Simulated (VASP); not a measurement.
# MnAl3 (Fm-3m) in VASP: further runs, part 2 of 3

VASP 6.6.1. The steps go on from the part before.

## (3) Single point, PBE

This run uses another cell than the first one, of 14.04 Å³/atom, 1.008 times its volume.

INCAR

```
  PREC = Accurate
  ENCUT = 520
  EDIFF = 1E-6
  ISMEAR = 0
  SIGMA = 0.1
  LREAL = False
  LASPH = True
  NELM = 100
  ALGO = Fast
  ISIF = 2
  LWAVE = False
  LCHARG = True
  GGA = PE
  LELF = True
  LVHAR = True
  NBANDS = 19
```

KPOINTS

```
Automatic mesh
0
Gamma
  12 12 12
```

POSCAR

```
MnAl3
1.0
    0.0000000000      3.0393544795      3.0393544795
    3.0393544795      0.0000000000      3.0393544795
    3.0393544795      3.0393544795      0.0000000000
Al Mn
3 1
Direct
    0.2500000000      0.2500000000      0.2500000000
    0.7500000000      0.7500000000      0.7500000000
    0.5000000000      0.5000000000      0.5000000000
    0.0000000000      0.0000000000      0.0000000000
```

Potentials or basis: VASP PAW PBE potentials, release 64 (Al, Mn_pv).

Launch:

```
> cat potpaw_PBE.64/Al/POTCAR potpaw_PBE.64/Mn_pv/POTCAR > POTCAR
> mpirun -np 1 vasp_std > vasp.out
```

OUTCAR:

```text
PREC = Accurate
   ENCUT = 520
   EDIFF = 1E-6
   ISMEAR = 0
   LREAL = False
   LASPH = True
   NELM = 100
   ISIF = 2
   GGA = PE

 ion  position               nearest neighbor table
   1  0.250  0.250  0.250-   4 2.63   4 2.63   4 2.63   3 2.63   4 2.63   3 2.63   3 2.63   3 2.63
                             2 3.04   2 3.04   2 3.04   2 3.04   2 3.04   2 3.04
   2  0.750  0.750  0.750-   3 2.63   3 2.63   3 2.63   3 2.63   4 2.63   4 2.63   4 2.63   4 2.63
                             1 3.04   1 3.04   1 3.04   1 3.04   1 3.04   1 3.04
   3  0.500  0.500  0.500-   1 2.63   1 2.63   1 2.63   1 2.63   2 2.63   2 2.63   2 2.63   2 2.63
                             4 3.04   4 3.04   4 3.04   4 3.04   4 3.04   4 3.04
   4  0.000  0.000  0.000-   2 2.63   2 2.63   2 2.63   1 2.63   2 2.63   1 2.63   1 2.63   1 2.63
                             3 3.04   3 3.04   3 3.04   3 3.04   3 3.04   3 3.04

  LATTYP: Found a face centered cubic cell.
 ALAT       =     6.0787089590

  Lattice vectors:

 A1 = (   0.0000000000,   3.0393544795,   3.0393544795)
 A2 = (   3.0393544795,   0.0000000000,   3.0393544795)
 A3 = (   3.0393544795,   3.0393544795,   0.0000000000)

Analysis of symmetry for initial positions (statically):
=====================================================================
 Subroutine PRICEL returns:
 Original cell was already a primitive cell.

 Routine SETGRP: Setting up the symmetry group for a
 face centered cubic supercell.

 Subroutine GETGRP returns: Found 48 space group operations
 (whereof 48 operations were pure point group operations)
 out of a pool of 48 trial point group operations.

The static configuration has the point symmetry O_h .

Analysis of symmetry for dynamics (positions and initial velocities):
=====================================================================
 Subroutine PRICEL returns:
 Original cell was already a primitive cell.

 Routine SETGRP: Setting up the symmetry group for a
 face centered cubic supercell.

 Subroutine GETGRP returns: Found 48 space group operations
 (whereof 48 operations were pure point group operations)
 out of a pool of 48 trial point group operations.

The dynamic configuration has the point symmetry O_h .

 Subroutine INISYM returns: Found 48 space group operations
 (whereof 48 operations are pure point group operations),
 and found     1 'primitive' translations

----------------------------------------------------------------------------------------

                                     Primitive cell

  volume of cell :      56.1531

  direct lattice vectors                    reciprocal lattice vectors
     0.000000000  3.039354480  3.039354480    -0.164508616  0.164508616  0.164508616
     3.039354480  0.000000000  3.039354480     0.164508616 -0.164508616  0.164508616
     3.039354480  3.039354480  0.000000000     0.164508616  0.164508616 -0.164508616

  length of vectors
     4.298296326  4.298296326  4.298296326     0.284937282  0.284937282  0.284937282

  position of ions in fractional coordinates (direct lattice)
     0.250000000  0.250000000  0.250000000
     0.750000000  0.750000000  0.750000000
     0.500000000  0.500000000  0.500000000
     0.000000000  0.000000000  0.000000000

  ion indices of the primitive-cell ions
   primitive index   ion index
[... 31 lines left out ...]
 Following reciprocal coordinates:
            Coordinates               Weight
  0.000000  0.000000  0.000000      1.000000
  0.083333  0.000000  0.000000      8.000000
  0.166667  0.000000  0.000000      8.000000
  0.250000  0.000000  0.000000      8.000000
  0.333333  0.000000  0.000000      8.000000
  0.416667  0.000000  0.000000      8.000000
[... 16 lines left out ...]
  0.500000  0.166667  0.000000     24.000000
 -0.416667  0.166667  0.000000     24.000000
 [... further k-points ...]
   k-points           NKPTS =     72   k-points in BZ     NKDIM =     72   number of bands    NBANDS=     19
   number of dos      NEDOS =    301   number of ions     NIONS =      4
   total plane-waves  NPLWV =  32768
   dimension x,y,z NGX =    32 NGY =   32 NGZ =   32
   dimension x,y,z NGXF=    64 NGYF=   64 NGZF=   64
   ions per type =               3   1
   NGX,Y,Z   is equivalent  to a cutoff of  12.38, 12.38, 12.38 a.u.
   NGXF,Y,Z  is equivalent  to a cutoff of  24.75, 24.75, 24.75 a.u.
 SYSTEM =  unknown system
   PREC   = accura    normal or accurate (medium, high low for compatibility)
   ISTART =      0    job   : 0-new  1-cont  2-samecut
   ICHARG =      2    charge: 1-file 2-atom 10-const
   ISPIN  =      1    spin polarized calculation?
   LNONCOLLINEAR =      F non collinear calculations
   LSORBIT =      F    spin-orbit coupling
   LASPH  =      T    aspherical Exc in radial PAW
   ENCUT  =  520.0 eV  38.22 Ry    6.18 a.u.   7.99  7.99  7.99*2*pi/ulx,y,z
   NELM   =    100;   NELMIN=  2; NELMDL= -5     # of ELM steps
   EDIFF  = 0.1E-05   stopping-criterion for ELM
   LREAL  =      F    real-space projection
   EDIFFG = 0.1E-04   stopping-criterion for IOM
   NSW    =      0    number of steps for IOM
   IBRION =     -1    ionic relax: 0-MD 1-quasi-New 2-CG
   NFREE  =      0    steps in history (QN), initial steepest desc. (CG)
   ISIF   =      2    stress and relaxation
   ISYM   =      2    0-nonsym 1-usesym 2-fastsym
   POTIM  = 0.5000    time-step for ionic-motion
   TEBEG  =    0.0;   TEEND  =   0.0 temperature during run
   PSTRESS=    0.0 pullay stress
   NELECT =      22.0000    total number of electrons
   NUPDOWN=      -1.0000    fix difference up-down
   EMIN   =  10.00;   EMAX   =-10.00  energy-range for DOS
   EFERMI =   0.00;   METHOD = LEGACY
   ISMEAR =     0;   SIGMA  =   0.10  broadening in eV -4-tet -1-fermi 0-gaus
   EFERMI_NEDOS =   21; number of points for ismear=-14 and -15
   IALGO  =     68    algorithm
   IMIX   =      4    mixing-type and parameters
     AMIX     =   0.40;   BMIX     =  1.00
     AMIX_MAG =   1.60;   BMIX_MAG =  1.00
  volume/ion in A,a.u.               =      14.04        94.74
  Fermi-wavevector in a.u.,A,eV,Ry     =   1.197910  2.263723 19.524218  1.434990
  Thomas-Fermi vector in A             =   2.333813
   LORBIT       =      0    0 simple, 1 ext, 2 COOP (PROOUT), +10 PAW based schemes
   GGA     = PE    functional components
   LHFCALC =     F    Hartree Fock is set to
   AEXX    =    0.0000 exact exchange contribution
   IVDW    =     0    specifies the selected vdW correction
   LEPSILON=     F    determine dielectric tensor
   LRPA    =     F    only Hartree local field effects (RPA)
 non-spin polarized calculation
 RMM-DIIS sequential band-by-band and
 Gauss-broadening in eV      SIGMA  =   0.10
  energy-cutoff  :      520.00
  volume of cell :       56.15
 maximum number of plane-waves:      1540
   NGX = 15   NGY = 15   NGZ = 15

 number of electron      22.0000008 magnetization

 Free energy of the ion-electron system (eV)
  ---------------------------------------------------
  ext. energy  EPLUGINS =         0.00000000
  ---------------------------------------------------
  free energy    TOTEN  =       -19.83240920 eV

  energy without entropy =      -19.80949326  energy(sigma->0) =      -19.82095123

 E-fermi :   9.0441     XC(G=0): -11.1961

 val. band max:        9.0407644923   @ k =  -0.3333   0.4167   0.0833
 cond. band min:       9.0486998549   @ k =  -0.4167   0.1667   0.0833
 fundamental gap:      0.0079353626
 Fermi energy:         9.0441432838

 k-point     1 :       0.0000    0.0000    0.0000
  band No.  band energies     occupation
      1     -38.1910      2.00000
      2     -38.1910      2.00000
      3     -38.1910      2.00000
      4      -2.0980      2.00000
      5       6.5517      2.00000
      6       6.5517      2.00000
[... 505 lines left out ...]
      6       4.7969      2.00000
[... 11 lines left out ...]
     18      14.7297      0.00000
     19      15.8913      0.00000

 [... further k-points ...]

------------------------ aborting loop because EDIFF is reached ----------------------------------------

  FORCE on cell =-STRESS in cart. coord.  units (eV):
  Direction    XX          YY          ZZ          XY          YZ          ZX
  --------------------------------------------------------------------------------------
  -------------------------------------------------------------------------------------
  Total       -0.8086265     -0.8086265     -0.8086265     -0.0000000      0.0000000      0.0000000
  in kB      -23.0719607    -23.0719607    -23.0719607     -0.0000000      0.0000000      0.0000000
  external PRESSURE =     -23.0719607 kB  Pullay stress =       0.0000000 kB

 VOLUME and BASIS-vectors are now :
 -----------------------------------------------------------------------------
  energy-cutoff  :      520.00
  volume of cell :       56.15
      direct lattice vectors                 reciprocal lattice vectors
     0.000000000  3.039354480  3.039354480    -0.164508616  0.164508616  0.164508616
     3.039354480  0.000000000  3.039354480     0.164508616 -0.164508616  0.164508616
     3.039354480  3.039354480  0.000000000     0.164508616  0.164508616 -0.164508616

 POSITION                                       TOTAL-FORCE (eV/Angst)
 -----------------------------------------------------------------------------------
      1.51968      1.51968      1.51968         0.000000      0.000000     -0.000000
      4.55903      4.55903      4.55903        -0.000000     -0.000000      0.000000
      3.03935      3.03935      3.03935         0.000000      0.000000      0.000000
      0.00000      0.00000      0.00000         0.000000      0.000000      0.000000
 -----------------------------------------------------------------------------------
    total drift:                                0.000000     -0.000000     -0.000000

  FREE ENERGIE OF THE ION-ELECTRON SYSTEM (eV)
  ---------------------------------------------------
  free  energy   TOTEN  =       -19.8324092037 eV

  energy  without entropy=      -19.8094932644  energy(sigma->0) =      -19.82095123
```

OSZICAR:

```text
N       E                     dE             d eps       ncg     rms          rms(c)
DAV:   1     0.113545358194E+03    0.11355E+03   -0.11419E+04  2912   0.111E+03
DAV:   2    -0.176704298962E+02   -0.13122E+03   -0.12777E+03  2810   0.268E+02
DAV:   3    -0.220687756659E+02   -0.43983E+01   -0.42951E+01  3401   0.521E+01
DAV:   4    -0.221415438890E+02   -0.72768E-01   -0.72577E-01  3129   0.651E+00
DAV:   5    -0.221432486268E+02   -0.17047E-02   -0.17047E-02  3123   0.109E+00    0.170E+01
RMM:   6    -0.375761502882E+02   -0.15433E+02   -0.71519E+01  3268   0.676E+01    0.419E+01
RMM:   7    -0.199508926095E+02    0.17625E+02   -0.18223E+01  2826   0.329E+01    0.351E+00
RMM:   8    -0.198886112574E+02    0.62281E-01   -0.72189E-01  2805   0.344E+00    0.225E+00
RMM:   9    -0.198801754035E+02    0.84359E-02   -0.23818E-01  2860   0.219E+00    0.201E+00
RMM:  10    -0.198444613365E+02    0.35714E-01   -0.13533E-02  3392   0.856E-01    0.102E+00
RMM:  11    -0.198333549054E+02    0.11106E-01   -0.16830E-02  3045   0.756E-01    0.411E-01
RMM:  12    -0.198326120722E+02    0.74283E-03   -0.32823E-03  3155   0.522E-01    0.157E-01
RMM:  13    -0.198324232791E+02    0.18879E-03   -0.20659E-04  3328   0.119E-01    0.520E-02
RMM:  14    -0.198324156864E+02    0.75928E-05   -0.78816E-05  3150   0.857E-02    0.389E-02
RMM:  15    -0.198324082093E+02    0.74770E-05   -0.43153E-05  3141   0.592E-02    0.124E-02
RMM:  16    -0.198324092037E+02   -0.99435E-06   -0.97927E-06  3136   0.238E-02
   1 F= -.19832409E+02 E0= -.19820951E+02  d E =-.229159E-01
```

It took 1.7 min on 1 thread of Intel Xeon 8259CL, shared host; peak memory 0.22 GiB.

Results:

| Quantity | Value |
| --- | --- |
| Free energy | -19.8324 eV |
| Pressure | -2.3 GPa |
| Band gap on the k mesh | zero (band 11 reaches 9.87 eV, above the bottom of band 12 at 8.70 eV) |

Levels at points of the mesh, in eV from the Fermi level:
| k point | band 8 | band 9 | band 10 | band 11 | band 12 | band 13 | band 14 | band 15 |
| --- | --- | --- | --- | --- | --- | --- | --- | --- |
| (0.00, 0.00, 0.00) | -0.91 | -0.91 | 0.05 | 0.05 | 0.05 | 1.84 | 3.12 | 3.12 |
| (0.50, 0.00, 0.00) | -0.83 | -0.51 | -0.51 | -0.31 | -0.31 | -0.05 | 2.16 | 2.16 |
| (0.50, 0.50, 0.00) | -3.70 | -2.00 | -0.45 | -0.45 | -0.30 | 1.20 | 2.13 | 6.90 |

Spin polarisation is off, so any magnetic state and its effect on volume and gap are missing.

[end of part 2 of 3]
